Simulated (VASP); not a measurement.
# Cs3Pb2S3 (P6/mmm) in VASP: further runs

The runs below take Cs3Pb2S3 through single point, relaxation of cell and atoms, with PBE.

Program: VASP 6.6.1. These are calculated values, not measurements. Logs are shortened: lines on timing, memory, paths and dates and some standing lists are left out, and cuts for length are marked.

### 1 The cell of the first run

It takes space group P6/mmm (No. 191, hexagonal). Conventional cell: a = 9.413 Å, b = 9.413 Å, c = 6.875 Å, α = 90.00°, β = 90.00°, γ = 120.00°. Cs (site symmetry -6m2) has 2 Pb at 3.44 Å and 6 S at 4.38 Å within 4.5 Å. Within 3.6 Å of Pb (site symmetry -6m2) lie 3 S at 2.72 Å and 2 Cs at 3.44 Å. S (site symmetry mmm) has 2 Pb at 2.72 Å within 3.6 Å.

The cell was built from a structure type or drawn by symmetry, and may not be a known phase.

### 2 Single point, PBE

Contents of INCAR:

```
SYSTEM = Cs3Pb2S3
  ALGO = Normal
  EDIFF = 1E-7
  ENCUT = 520
  GGA = PE
  ISIF = 2
  ISMEAR = 0
  LASPH = .TRUE.
  LCHARG = .FALSE.
  LREAL = .FALSE.
  LWAVE = .FALSE.
  NBANDS = 46
  NELM = 60
  PREC = Accurate
  SIGMA = 0.1
```

Contents of KPOINTS:

```
k-points
0
G
  3 3 4
  0 0 0
```

Contents of POSCAR:

```
Cs3Pb2S3
1.0
    9.4132701763      0.0000000038      0.0000000000
   -4.7066350915      8.1521311035      0.0000000000
    0.0000000000      0.0000000000      6.8751353719
Cs Pb S
3 2 3
Direct
    0.0000000000      0.0000000000      0.0000000000
    0.3333333333      0.6666666667      0.0000000000
    0.6666666667      0.3333333333      0.0000000000
    0.3333333333      0.6666666667      0.5000000000
    0.6666666667      0.3333333333      0.5000000000
    0.5000000000      0.0000000000      0.5000000000
    0.0000000000      0.5000000000      0.5000000000
    0.5000000000      0.5000000000      0.5000000000
```

Potentials or basis: VASP PAW PBE potentials, release 64 (Cs_sv, Pb_d, S).

On the command line:

```
$ cat potpaw_PBE.64/Cs_sv/POTCAR potpaw_PBE.64/Pb_d/POTCAR potpaw_PBE.64/S/POTCAR > POTCAR
$ mpirun -np 1 vasp_std > vasp.out
```

OUTCAR:

```text
SYSTEM = Cs3Pb2S3
   EDIFF = 1E-7
   ENCUT = 520
   GGA = PE
   ISIF = 2
   ISMEAR = 0
   LASPH = .TRUE.
   LREAL = .FALSE.
   NELM = 60
   PREC = Accurate

 ion  position               nearest neighbor table
   1  0.000  0.000  0.000-
   2  0.333  0.667  0.000-   4 3.44   4 3.44
   3  0.667  0.333  0.000-   5 3.44   5 3.44
   4  0.333  0.667  0.500-   7 2.72   6 2.72   8 2.72   2 3.44   2 3.44
   5  0.667  0.333  0.500-   7 2.72   6 2.72   8 2.72   3 3.44   3 3.44
   6  0.500  0.000  0.500-   4 2.72   5 2.72
   7  0.000  0.500  0.500-   4 2.72   5 2.72
   8  0.500  0.500  0.500-   4 2.72   5 2.72

  LATTYP: Found a hexagonal cell.
 ALAT       =     9.4132701763
 C/A-ratio  =     0.7303663066

  Lattice vectors:

 A1 = (   9.4132701763,   0.0000000038,   0.0000000000)
 A2 = (  -4.7066350915,   8.1521311035,   0.0000000000)
 A3 = (   0.0000000000,   0.0000000000,   6.8751353719)

Analysis of symmetry for initial positions (statically):
=====================================================================
 Subroutine PRICEL returns:
 Original cell was already a primitive cell.

 Routine SETGRP: Setting up the symmetry group for a
 hexagonal supercell.

 Subroutine GETGRP returns: Found 24 space group operations
 (whereof 24 operations were pure point group operations)
 out of a pool of 24 trial point group operations.

The static configuration has the point symmetry D_6h.

Analysis of symmetry for dynamics (positions and initial velocities):
=====================================================================
 Subroutine PRICEL returns:
 Original cell was already a primitive cell.

 Routine SETGRP: Setting up the symmetry group for a
 hexagonal supercell.

 Subroutine GETGRP returns: Found 24 space group operations
 (whereof 24 operations were pure point group operations)
 out of a pool of 24 trial point group operations.

The dynamic configuration has the point symmetry D_6h.

 Subroutine INISYM returns: Found 24 space group operations
 (whereof 24 operations are pure point group operations),
 and found     1 'primitive' translations

----------------------------------------------------------------------------------------

[... 88 lines left out ...]
   EDIFF  = 0.1E-06   stopping-criterion for ELM
   LREAL  =      F    real-space projection
   EDIFFG = 0.1E-05   stopping-criterion for IOM
   NSW    =      0    number of steps for IOM
   IBRION =     -1    ionic relax: 0-MD 1-quasi-New 2-CG
   NFREE  =      0    steps in history (QN), initial steepest desc. (CG)
   ISIF   =      2    stress and relaxation
   ISYM   =      2    0-nonsym 1-usesym 2-fastsym
   POTIM  = 0.5000    time-step for ionic-motion
   TEBEG  =    0.0;   TEEND  =   0.0 temperature during run
   PSTRESS=    0.0 pullay stress
   NELECT =      73.0000    total number of electrons
   NUPDOWN=      -1.0000    fix difference up-down
   EMIN   =  10.00;   EMAX   =-10.00  energy-range for DOS
   EFERMI =   0.00;   METHOD = LEGACY
   ISMEAR =     0;   SIGMA  =   0.10  broadening in eV -4-tet -1-fermi 0-gaus
   EFERMI_NEDOS =   21; number of points for ismear=-14 and -15
   IALGO  =     38    algorithm
   IMIX   =      4    mixing-type and parameters
     AMIX     =   0.40;   BMIX     =  1.00
     AMIX_MAG =   1.60;   BMIX_MAG =  1.00
  volume/ion in A,a.u.               =      65.95       445.04
  Fermi-wavevector in a.u.,A,eV,Ry     =   0.846743  1.600112  9.755013  0.716973
  Thomas-Fermi vector in A             =   1.962138
   LORBIT       =      0    0 simple, 1 ext, 2 COOP (PROOUT), +10 PAW based schemes
   GGA     = PE    functional components
   LHFCALC =     F    Hartree Fock is set to
   AEXX    =    0.0000 exact exchange contribution
   IVDW    =     0    specifies the selected vdW correction
   LEPSILON=     F    determine dielectric tensor
   LRPA    =     F    only Hartree local field effects (RPA)
 non-spin polarized calculation
 Gauss-broadening in eV      SIGMA  =   0.10
  energy-cutoff  :      520.00
  volume of cell :      527.59
 maximum number of plane-waves:     14292
 NGX is ok and might be reduce to    70
   NGX = 35   NGY = 35   NGZ = 25

 number of electron      73.0000015 magnetization

 Free energy of the ion-electron system (eV)
  ---------------------------------------------------
  ext. energy  EPLUGINS =         0.00000000
  ---------------------------------------------------
  free energy    TOTEN  =       -23.92640824 eV

  energy without entropy =      -23.89695224  energy(sigma->0) =      -23.91168024

 E-fermi :   1.2483     XC(G=0):  -5.8098

 val. band max:        1.1465135828   @ k =   0.0000   0.0000   0.2500
 cond. band min:       1.2632088129   @ k =   0.3333   0.0000   0.0000
 fundamental gap:      0.1166952301
 Fermi energy:         1.2483169174

 k-point     1 :       0.0000    0.0000    0.0000
  band No.  band energies     occupation
      1     -23.7932      2.00000
      2     -22.4922      2.00000
      3     -22.4891      2.00000
      4     -15.9476      2.00000
      5     -15.9278      2.00000
      6     -15.8385      2.00000
[... 430 lines left out ...]
     45       3.0763      0.00000
     46       3.0763      0.00000

------------------------ aborting loop because EDIFF is reached ----------------------------------------

  FORCE on cell =-STRESS in cart. coord.  units (eV):
  Direction    XX          YY          ZZ          XY          YZ          ZX
  --------------------------------------------------------------------------------------
  -------------------------------------------------------------------------------------
  Total        0.2966674      0.2966674      0.2830486     -0.0000000      0.0000000      0.0000000
  in kB        0.9009226      0.9009226      0.8595648     -0.0000000      0.0000000      0.0000000
  external PRESSURE =       0.8871366 kB  Pullay stress =       0.0000000 kB

 VOLUME and BASIS-vectors are now :
 -----------------------------------------------------------------------------
  energy-cutoff  :      520.00
  volume of cell :      527.59
      direct lattice vectors                 reciprocal lattice vectors
     9.413270176  0.000000004  0.000000000     0.106233007  0.061333655  0.000000000
    -4.706635091  8.152131104  0.000000000    -0.000000000  0.122667311  0.000000000
     0.000000000  0.000000000  6.875135372     0.000000000  0.000000000  0.145451681

 POSITION                                       TOTAL-FORCE (eV/Angst)
 -----------------------------------------------------------------------------------
      0.00000      0.00000      0.00000        -0.000000     -0.000000      0.000000
     -0.00000      5.43475      0.00000        -0.000000     -0.000000     -0.000000
      4.70664      2.71738      0.00000         0.000000      0.000000      0.000000
     -0.00000      5.43475      3.43757         0.000000     -0.000000      0.000000
      4.70664      2.71738      3.43757        -0.000000      0.000000      0.000000
      4.70664      0.00000      3.43757        -0.000000     -0.000000      0.000000
     -2.35332      4.07607      3.43757        -0.000000     -0.000000      0.000000
      2.35332      4.07607      3.43757        -0.000000     -0.000000      0.000000
 -----------------------------------------------------------------------------------
    total drift:                                0.000000     -0.000000      0.000000

  FREE ENERGIE OF THE ION-ELECTRON SYSTEM (eV)
  ---------------------------------------------------
  free  energy   TOTEN  =       -23.9264082358 eV

  energy  without entropy=      -23.8969522420  energy(sigma->0) =      -23.91168024
```

OSZICAR:

```text
N       E                     dE             d eps       ncg     rms          rms(c)
DAV:   1     0.655956135222E+03    0.65596E+03   -0.28235E+04   828   0.129E+03
DAV:   2     0.711486645019E+02   -0.58481E+03   -0.56810E+03  1020   0.303E+02
DAV:   3    -0.244335753996E+02   -0.95582E+02   -0.94967E+02  1104   0.143E+02
DAV:   4    -0.285519983435E+02   -0.41184E+01   -0.41033E+01   992   0.396E+01
DAV:   5    -0.287265574550E+02   -0.17456E+00   -0.17450E+00  1116   0.741E+00    0.852E+00
DAV:   6    -0.248477723335E+02    0.38788E+01   -0.79630E+00  1184   0.957E+00    0.563E+00
DAV:   7    -0.243191819805E+02    0.52859E+00   -0.13418E+00  1064   0.323E+00    0.346E+00
DAV:   8    -0.239411433853E+02    0.37804E+00   -0.65012E-01  1194   0.399E+00    0.128E+00
DAV:   9    -0.239347918198E+02    0.63516E-02   -0.13051E-01  1086   0.202E+00    0.505E-01
DAV:  10    -0.239270731627E+02    0.77187E-02   -0.38860E-02  1042   0.101E+00    0.178E-01
DAV:  11    -0.239259309756E+02    0.11422E-02   -0.64109E-03  1176   0.435E-01    0.977E-02
DAV:  12    -0.239261605420E+02   -0.22957E-03   -0.16124E-03  1092   0.240E-01    0.478E-02
DAV:  13    -0.239264679155E+02   -0.30737E-03   -0.79935E-04  1106   0.137E-01    0.493E-02
DAV:  14    -0.239263976447E+02    0.70271E-04   -0.16885E-04  1002   0.679E-02    0.256E-02
DAV:  15    -0.239263977146E+02   -0.69954E-07   -0.52372E-05  1208   0.227E-02    0.575E-03
DAV:  16    -0.239264060302E+02   -0.83156E-05   -0.12902E-05   948   0.133E-02    0.372E-03
DAV:  17    -0.239264082003E+02   -0.21701E-05   -0.71619E-06   984   0.109E-02    0.329E-03
DAV:  18    -0.239264082358E+02   -0.35492E-07   -0.87901E-07   970   0.486E-03
   1 F= -.23926408E+02 E0= -.23911680E+02  d E =-.294560E-01
```

Run time: 2.9 min. Hardware: 1 thread of Intel Xeon 6975P-C (Granite Rapids), shared host; peak memory 0.65 GiB.

What came out:

```
Free energy            : -23.9264 eV
Pressure               : 0.1 GPa
Band gap on the k mesh : zero (an odd number of electrons rules out a gap without spin polarisation)
```

Caveat: spin-orbit coupling is left out, which moves the levels of the heavy elements.

### 3 Relaxation of cell and atoms, PBE

This run uses another cell than the first one, of 35.62 Å³/atom.

Contents of INCAR:

```
SYSTEM = Cs3Pb2S3
PREC     = Accurate       ! precision mode
ENCUT    = 600            ! plane-wave cutoff, eV
EDIFF    = 1E-6           ! SCF threshold, eV
ISMEAR   = 0              ! smearing method
SIGMA    = 0.1            ! smearing width, eV
LREAL    = .FALSE.        ! projectors in reciprocal space
LASPH    = .TRUE.         ! aspherical terms in the spheres
NELM     = 60             ! most SCF steps
ALGO     = Normal         ! electronic algorithm
ISIF     = 3              ! what is computed and relaxed
LWAVE    = .FALSE.        ! write WAVECAR
LCHARG   = .FALSE.        ! write CHGCAR
GGA      = PE             ! functional
IBRION   = 2              ! ionic algorithm
NSW      = 90             ! ionic steps
EDIFFG   = -0.04          ! ionic threshold
```

Contents of KPOINTS:

```
regular mesh
0
G
  3 3 4
  0 0 0
```

Contents of POSCAR:

```
Cs3Pb2S3
1.0
    7.0702525300      0.0000000000      0.0000000000
   -3.5351262700      6.1230183100      0.0000000000
    0.0000000000      0.0000000000      6.5821454700
Cs Pb S
3 2 3
Direct
    0.0000000000      0.0000000000      0.0000000000
    0.3333333300      0.6666666700      0.0000000000
    0.6666666700      0.3333333300      0.0000000000
    0.3333333300      0.6666666700      0.5000000000
    0.6666666700      0.3333333300      0.5000000000
    0.5000000000      0.0000000000      0.5000000000
    0.0000000000      0.5000000000      0.5000000000
    0.5000000000      0.5000000000      0.5000000000
```

Potentials or basis: VASP PAW PBE potentials, release 64 (Cs_sv, Pb_d, S).

On the command line:

```
$ cat potpaw_PBE.64/Cs_sv/POTCAR potpaw_PBE.64/Pb_d/POTCAR potpaw_PBE.64/S/POTCAR > POTCAR
$ mpirun -np 1 vasp_std > vasp.out
```

Run time: 6.5 min. Hardware: 1 thread of Intel Xeon 6975P-C (Granite Rapids), shared host; peak memory 0.52 GiB.

The run converged. Its results:

* Free energy: -23.8827 eV
* Relaxed volume: 66.62 Å³/atom
* Relaxed cell: a = 9.440 Å, b = 9.440 Å, c = 6.906 Å, α = 90.00°, β = 90.00°, γ = 120.00°
* Space group after relaxing (to 0.1 Å): P6/mmm (No. 191)
* Energy gained by relaxing: 2288.4 meV/atom
* Ionic steps: 5
* Pressure after relaxing: -0.1 GPa
* Band gap on the k mesh: zero (an odd number of electrons rules out a gap without spin polarisation)

The path:
```tsv
step	energy change (eV)	largest force (eV/Å)	pressure (GPa)	volume (Å³)
1	0.0000	0.0000	33.79	284.95
2	-16.7330	0.0000	-1.77	694.66
3	-18.1498	0.0000	1.09	494.48
4	-18.2661	0.0000	-0.46	551.61
5	-18.3068	0.0000	-0.05	532.97
```

Final structure:
```cif
data_structure
_symmetry_space_group_name_H-M 'P 1'
_symmetry_Int_Tables_number 1
_cell_length_a 9.4402
_cell_length_b 9.4402
_cell_length_c 6.9057
_cell_angle_alpha 90.000
_cell_angle_beta 90.000
_cell_angle_gamma 120.000
_cell_volume 532.97
loop_
_atom_site_label
_atom_site_type_symbol
_atom_site_fract_x
_atom_site_fract_y
_atom_site_fract_z
_atom_site_occupancy
Cs1 Cs 0.00000 0.00000 0.00000 1
Cs2 Cs 0.33333 0.66667 0.00000 1
Cs3 Cs 0.66667 0.33333 0.00000 1
Pb1 Pb 0.33333 0.66667 0.50000 1
Pb2 Pb 0.66667 0.33333 0.50000 1
S1 S 0.50000 0.00000 0.50000 1
S2 S 0.00000 0.50000 0.50000 1
S3 S 0.50000 0.50000 0.50000 1
```

Levels at points of the mesh, in eV from the Fermi level:
| k point | band 33 | band 34 | band 35 | band 36 | band 37 | band 38 | band 39 | band 40 |
| --- | --- | --- | --- | --- | --- | --- | --- | --- |
| (0.00, 0.00, 0.00) | -1.75 | -1.75 | -1.44 | -0.37 | 0.48 | 0.51 | 1.25 | 1.25 |
| (0.00, 0.00, 0.50) | -1.73 | -1.73 | -1.44 | -1.06 | 0.12 | 0.64 | 0.70 | 1.03 |

Caveat: the volume moved by over 15 % at a fixed basis, so the end points are rough; spin-orbit coupling is left out, which moves the levels of the heavy elements.

### 4 Single point, PBE

This run uses another cell than the first one, of 66.46 Å³/atom.

Contents of INCAR:

```
PREC = Accurate ; ENCUT = 520
EDIFF = 1E-6 ; ISMEAR = 0
SIGMA = 0.1 ; LREAL = F
LASPH = T ; NELM = 80
ALGO = Normal ; ISIF = 2
LWAVE = F ; LCHARG = F
GGA = PE ; NBANDS = 46
```

Contents of KPOINTS:

```
Automatic mesh
0
Gamma
  6 6 6
```

Contents of POSCAR:

```
Cs3Pb2S3
1.0
    9.4299310188      0.0000000000      0.0000000000
   -4.7149655094      8.1665598182      0.0000000000
    0.0000000000      0.0000000000      6.9035771545
Cs Pb S
3 2 3
Direct
    0.0000000000      0.0000000000      0.0000000000
    0.3333333333      0.6666666667      0.0000000000
    0.6666666667      0.3333333333      0.0000000000
    0.3333333333      0.6666666667      0.5000000000
    0.6666666667      0.3333333333      0.5000000000
    0.5000000000      0.0000000000      0.5000000000
    0.0000000000      0.5000000000      0.5000000000
    0.5000000000      0.5000000000      0.5000000000
```

On the command line:

```
$ cat potpaw_PBE.64/Cs_sv/POTCAR potpaw_PBE.64/Pb_d/POTCAR potpaw_PBE.64/S/POTCAR > POTCAR
$ mpirun -np 1 vasp_std > vasp.out
```

Run time: 7.5 min. Hardware: 1 thread of Intel Xeon 6975P-C (Granite Rapids), shared host; peak memory 0.96 GiB.

The run converged. Its results:

- Free energy: -23.9240 eV
- Pressure: 0.0 GPa
- Band gap on the k mesh: zero (an odd number of electrons rules out a gap without spin polarisation)

Levels at points of the mesh, in eV from the Fermi level:
| k point | band 33 | band 34 | band 35 | band 36 | band 37 | band 38 | band 39 | band 40 |
| --- | --- | --- | --- | --- | --- | --- | --- | --- |
| (0.00, 0.00, 0.00) | -1.75 | -1.75 | -1.44 | -0.36 | 0.50 | 0.53 | 1.27 | 1.27 |
| (0.50, 0.00, 0.00) | -1.98 | -1.90 | -1.55 | -0.92 | 0.32 | 0.69 | 0.97 | 1.10 |
| (0.00, 0.00, 0.50) | -1.73 | -1.73 | -1.44 | -1.04 | 0.14 | 0.66 | 0.72 | 1.05 |
| (0.50, 0.00, 0.50) | -1.95 | -1.91 | -1.54 | -0.86 | -0.35 | 0.15 | 0.45 | 1.33 |

Caveat: spin-orbit coupling is left out, which moves the levels of the heavy elements.

### 5 Summary

```csv
task,cell,k mesh,cutoff (eV),gap on the mesh (eV),pressure (GPa)
single point,"a = 9.413, b = 9.413, c = 6.875 Å, angles 90.0, 90.0, 120.0°, 8 atoms",3 × 3 × 4,520,none,0.1
relaxation of cell and atoms,"relaxed from a = 7.070, b = 7.070, c = 6.582 Å, angles 90.0, 90.0, 120.0°, 8 atoms",3 × 3 × 4,600,none,-0.1
single point,"a = 9.430, b = 9.430, c = 6.904 Å, angles 90.0, 90.0, 120.0°, 8 atoms",6 × 6 × 6,520,none,0.0
```

Alike in all rows: level PBE; potentials or basis VASP PAW PBE potentials, release 64 (Cs_sv, Pb_d, S); no spin polarisation; smearing gaussian 0.1 eV.

Caveats: spin-orbit coupling is left out, which moves the levels of the heavy elements; the volume moved by over 15 % at a fixed basis, so the end points are rough (at least some runs).

Absolute energies hang on the potentials; compare differences alone.
